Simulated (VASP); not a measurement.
# Ti11BO24 (a cell with a defect) (Rutile) in VASP: single point with PBE

Aim: the single point of Ti11BO24 (a cell with a defect) (Rutile) with PBE.

All numbers are computed with VASP 6.6.1; they aren't measurements. Logs are shortened: lines on timing, memory, paths and dates and some standing lists are left out, and cuts for length are marked.

## Step 1: The cell of the first run

The cell holds a defect, 36 atoms: a = 6.494 Å, b = 6.494 Å, c = 8.872 Å, α = 90.00°, β = 90.00°, γ = 90.00°.

## Step 2: Single point, PBE

INCAR reads:

```
ALGO     = Normal         # electronic algorithm
EDIFF    = 1E-6           # SCF threshold, eV
ENCUT    = 520            # plane-wave cutoff, eV
GGA      = PE             # functional
ISIF     = 2              # what is computed and relaxed
ISMEAR   = -1             # smearing method
LASPH    = T              # aspherical terms in the spheres
LCHARG   = T              # write CHGCAR
LELF     = T              # ELF
LREAL    = Auto         
LVHAR    = T            
LWAVE    = F              # write WAVECAR
NBANDS   = 164            # bands
NELECT   = 280.0        
NELM     = 100            # most SCF steps
PREC     = Accurate       # precision mode
SIGMA    = 0.01           # smearing width, eV
```

KPOINTS reads:

```
k-points
0
Gamma
  3 3 2
```

POSCAR reads:

```
Ti11BO24
1.0
    4.5922000000      4.5922000000      0.0000000000
   -4.5922000000      4.5922000000      0.0000000000
    0.0000000000      0.0000000000      8.8722000000
B Ti O
1 11 24
Direct
    0.0000000000      0.0000000000      0.0000000000
    0.0000000000      0.0000000000      0.3209327624
    0.0000000000      0.0000000000      0.6790672376
    0.5000000000      0.5000000000      0.0000000000
    0.5000000000      0.5000000000      0.3325435881
    0.5000000000      0.5000000000      0.6674564119
    0.5000000000      0.0000000000      0.1597785526
    0.5000000000      0.0000000000      0.5000000000
    0.5000000000      0.0000000000      0.8402214474
    0.0000000000      0.5000000000      0.1624556533
    0.0000000000      0.5000000000      0.5000000000
    0.0000000000      0.5000000000      0.8375443467
    0.3047945280      0.0000000000      0.0000000000
    0.3028354989      0.0000000000      0.3339573025
    0.3028354989      0.0000000000      0.6660426975
    0.8020790905      0.5000000000      0.0000000000
    0.8056615604      0.5000000000      0.3285670447
    0.8056615604      0.5000000000      0.6714329553
    0.5000000000      0.3057600104      0.1671656818
    0.5000000000      0.3057066504      0.5000000000
    0.5000000000      0.3057600104      0.8328343182
    0.0000000000      0.8207205616      0.1425679006
    0.0000000000      0.8008416356      0.5000000000
    0.0000000000      0.8207205616      0.8574320994
    0.6952054720      0.0000000000      0.0000000000
    0.6971645011      0.0000000000      0.3339573025
    0.6971645011      0.0000000000      0.6660426975
    0.1979209095      0.5000000000      0.0000000000
    0.1943384396      0.5000000000      0.3285670447
    0.1943384396      0.5000000000      0.6714329553
    0.5000000000      0.6942399896      0.1671656818
    0.5000000000      0.6942933496      0.5000000000
    0.5000000000      0.6942399896      0.8328343182
    0.0000000000      0.1792794384      0.1425679006
    0.0000000000      0.1991583644      0.5000000000
    0.0000000000      0.1792794384      0.8574320994
```

Potentials or basis: VASP PAW PBE potentials, release 64 (B, Ti_sv, O).

On the command line:

```sh
$ cat potpaw_PBE.64/B/POTCAR potpaw_PBE.64/Ti_sv/POTCAR potpaw_PBE.64/O/POTCAR > POTCAR
$ mpirun -np 1 vasp_std > vasp.out
```

OUTCAR:

```text
EDIFF = 1E-6
   ENCUT = 520
   GGA = PE
   ISIF = 2
   ISMEAR = -1
   LASPH = T
   LREAL = Auto
   NELECT = 280.0
   NELM = 100
   PREC = Accurate

 ion  position               nearest neighbor table
   1  0.000  0.000  0.000-  22 1.72  24 1.72  34 1.72  36 1.72  13 1.98  25 1.98
   2  0.000  0.000  0.321-  22 1.96  34 1.96  26 1.97  14 1.97  23 2.05  35 2.05
   3  0.000  0.000  0.679-  24 1.96  36 1.96  27 1.97  15 1.97  35 2.05  23 2.05
   4  0.500  0.500  0.000-  19 1.95  21 1.95  31 1.95  33 1.95  16 1.96  28 1.96
   5  0.500  0.500  0.333-  19 1.93  31 1.93  20 1.95  32 1.95  17 1.99  29 1.99
   6  0.500  0.500  0.667-  21 1.93  33 1.93  32 1.95  20 1.95  18 1.99  30 1.99
   7  0.500  0.000  0.160-  13 1.90  25 1.90  19 1.99  31 1.99  26 2.01  14 2.01   9 2.84
   8  0.500  0.000  0.500-  14 1.95  15 1.95  26 1.95  27 1.95  20 1.99  32 1.99
   9  0.500  0.000  0.840-  13 1.90  25 1.90  21 1.99  33 1.99  27 2.01  15 2.01   7 2.84
  10  0.000  0.500  0.162-  16 1.93  28 1.93  17 1.94  29 1.94  22 2.09  34 2.09  12 2.88
  11  0.000  0.500  0.500-  23 1.95  35 1.95  17 1.98  29 1.98  30 1.98  18 1.98
  12  0.000  0.500  0.838-  16 1.93  28 1.93  18 1.94  30 1.94  24 2.09  36 2.09  10 2.88
  13  0.305  0.000  0.000-   7 1.90   9 1.90   1 1.98
  14  0.303  0.000  0.334-   8 1.95   2 1.97   7 2.01
  15  0.303  0.000  0.666-   8 1.95   3 1.97   9 2.01
  16  0.802  0.500  0.000-  10 1.93  12 1.93   4 1.96
  17  0.806  0.500  0.329-  10 1.94  11 1.98   5 1.99
[... 17 lines left out ...]
  35  0.000  0.199  0.500-  11 1.95   3 2.05   2 2.05
  36  0.000  0.179  0.857-   1 1.72   3 1.96  12 2.09

  LATTYP: Found a simple tetragonal cell.
 ALAT       =     6.4943515211
 C/A-ratio  =     1.3661410183

  Lattice vectors:

 A1 = (   4.5922000000,   4.5922000000,   0.0000000000)
 A2 = (  -4.5922000000,   4.5922000000,   0.0000000000)
 A3 = (   0.0000000000,   0.0000000000,   8.8722000000)

Analysis of symmetry for initial positions (statically):
=====================================================================
 Subroutine PRICEL returns:
 Original cell was already a primitive cell.

 Routine SETGRP: Setting up the symmetry group for a
 simple tetragonal supercell.

 Subroutine GETGRP returns: Found  8 space group operations
 (whereof  8 operations were pure point group operations)
 out of a pool of 16 trial point group operations.

The static configuration has the point symmetry D_2h.

Analysis of symmetry for dynamics (positions and initial velocities):
[... 167 lines left out ...]
   NFREE  =      0    steps in history (QN), initial steepest desc. (CG)
   ISIF   =      2    stress and relaxation
   ISYM   =      2    0-nonsym 1-usesym 2-fastsym
   POTIM  = 0.5000    time-step for ionic-motion
   TEBEG  =    0.0;   TEEND  =   0.0 temperature during run
   PSTRESS=    0.0 pullay stress
   NELECT =     280.0000    total number of electrons
   NUPDOWN=      -1.0000    fix difference up-down
   EMIN   =  10.00;   EMAX   =-10.00  energy-range for DOS
   EFERMI =   0.00;   METHOD = LEGACY
   ISMEAR =    -1;   SIGMA  =   0.01  broadening in eV -4-tet -1-fermi 0-gaus
   EFERMI_NEDOS =   21; number of points for ismear=-14 and -15
   IALGO  =     38    algorithm
   IMIX   =      4    mixing-type and parameters
     AMIX     =   0.40;   BMIX     =  1.00
     AMIX_MAG =   1.60;   BMIX_MAG =  1.00
  volume/ion in A,a.u.               =      10.39        70.15
  Fermi-wavevector in a.u.,A,eV,Ry     =   1.486255  2.808614 30.054626  2.208953
  Thomas-Fermi vector in A             =   2.599564
   LORBIT       =      0    0 simple, 1 ext, 2 COOP (PROOUT), +10 PAW based schemes
   GGA     = PE    functional components
   LHFCALC =     F    Hartree Fock is set to
   AEXX    =    0.0000 exact exchange contribution
   IVDW    =     0    specifies the selected vdW correction
   LEPSILON=     F    determine dielectric tensor
   LRPA    =     F    only Hartree local field effects (RPA)
 non-spin polarized calculation
  energy-cutoff  :      520.00
  volume of cell :      374.20
 maximum number of plane-waves:     10086
   NGX = 25   NGY = 25   NGZ = 33

 number of electron     279.9999975 magnetization

 Free energy of the ion-electron system (eV)
  ---------------------------------------------------
  ext. energy  EPLUGINS =         0.00000000
  ---------------------------------------------------
  free energy    TOTEN  =      -307.91875305 eV

  energy without entropy =     -307.91875305  energy(sigma->0) =     -307.91875305

 E-fermi :   4.9256     XC(G=0): -11.3423

 val. band max:        4.6867994668   @ k =   0.0000   0.0000   0.0000
 cond. band min:       6.2776474037   @ k =   0.0000   0.0000   0.0000
 fundamental gap:      1.5908479369
 Fermi energy:         4.9255503482

 k-point     1 :       0.0000    0.0000    0.0000
  band No.  band energies     occupation
      1     -52.5085      2.00000
      2     -52.4897      2.00000
      3     -52.4802      2.00000
      4     -52.4726      2.00000
      5     -52.4603      2.00000
      6     -52.4381      2.00000
[... 1229 lines left out ...]
    151       7.2111      0.00000
    152       7.2149      0.00000
 [bands above 152 left out]

------------------------ aborting loop because EDIFF is reached ----------------------------------------

  FORCE on cell =-STRESS in cart. coord.  units (eV):
  Direction    XX          YY          ZZ          XY          YZ          ZX
  --------------------------------------------------------------------------------------
  -------------------------------------------------------------------------------------
  Total       13.3001066     13.3001066      3.0966692      5.7896876      0.0000000      0.0000000
  in kB       56.9459440     56.9459440     13.2587470     24.7892169      0.0000000      0.0000000
  external PRESSURE =      42.3835450 kB  Pullay stress =       0.0000000 kB

 VOLUME and BASIS-vectors are now :
 -----------------------------------------------------------------------------
  energy-cutoff  :      520.00
  volume of cell :      374.20
      direct lattice vectors                 reciprocal lattice vectors
     4.592200000  4.592200000  0.000000000     0.108880275  0.108880275  0.000000000
    -4.592200000  4.592200000  0.000000000    -0.108880275  0.108880275  0.000000000
     0.000000000  0.000000000  8.872200000     0.000000000  0.000000000  0.112711616

 POSITION                                       TOTAL-FORCE (eV/Angst)
 -----------------------------------------------------------------------------------
      0.00000      0.00000      0.00000        -0.000000     -0.000000      0.000000
      0.00000      0.00000      2.84738        -0.000000     -0.000000      0.028353
      0.00000      0.00000      6.02482        -0.000000     -0.000000     -0.028353
      0.00000      4.59220      0.00000        -0.000000     -0.000000      0.000000
      0.00000      4.59220      2.95039        -0.000000     -0.000000      0.009959
      0.00000      4.59220      5.92181        -0.000000     -0.000000     -0.009959
[... 28 lines left out ...]
     -0.91458      0.91458      4.43610         0.007117     -0.007117      0.000000
     -0.82329      0.82329      7.60731        -0.010763      0.010763      0.032688
 -----------------------------------------------------------------------------------
    total drift:                               -0.000000      0.000000     -0.000000

  FREE ENERGIE OF THE ION-ELECTRON SYSTEM (eV)
  ---------------------------------------------------
  free  energy   TOTEN  =      -307.9187530534 eV

  energy  without entropy=     -307.9187530534  energy(sigma->0) =     -307.91875305
```

Wall time 8.2 min (1 thread of Intel Xeon 6975P-C (Granite Rapids), shared host); peak memory 0.58 GiB.

Results:

| Property | Result |
| --- | --- |
| Free energy | -307.9188 eV |
| Largest force | 0.088 eV/Å |

Forces on the atoms (eV/Å):
```
B    0.000  0.000  0.000
Ti   0.000  0.000  0.028
Ti   0.000  0.000 -0.028
Ti   0.000  0.000  0.000
Ti   0.000  0.000  0.010
Ti   0.000  0.000 -0.010
Ti   0.000  0.000  0.057
Ti   0.000  0.000  0.000
Ti   0.000  0.000 -0.057
Ti   0.000  0.000 -0.009
Ti   0.000  0.000  0.000
Ti   0.000  0.000  0.009
O   -0.062 -0.062  0.000
O   -0.007 -0.007 -0.001
O   -0.007 -0.007  0.001
O   -0.024 -0.024  0.000
O   -0.019 -0.019  0.015
O   -0.019 -0.019 -0.015
O    0.022 -0.022  0.001
O    0.016 -0.016  0.000
O    0.022 -0.022 -0.001
O    0.011 -0.011 -0.033
O   -0.007  0.007  0.000
O    0.011 -0.011  0.033
O    0.062  0.062  0.000
O    0.007  0.007 -0.001
O    0.007  0.007  0.001
O    0.024  0.024  0.000
O    0.019  0.019  0.015
O    0.019  0.019 -0.015
O   -0.022  0.022  0.001
O   -0.016  0.016  0.000
O   -0.022  0.022 -0.001
O   -0.011  0.011 -0.033
O    0.007 -0.007  0.000
O   -0.011  0.011  0.033
```

Caveat: the cell carries a net charge on a neutralising background, which shifts energy and pressure; the cell is charged against a uniform background, so pressure and absolute levels hang on convention.
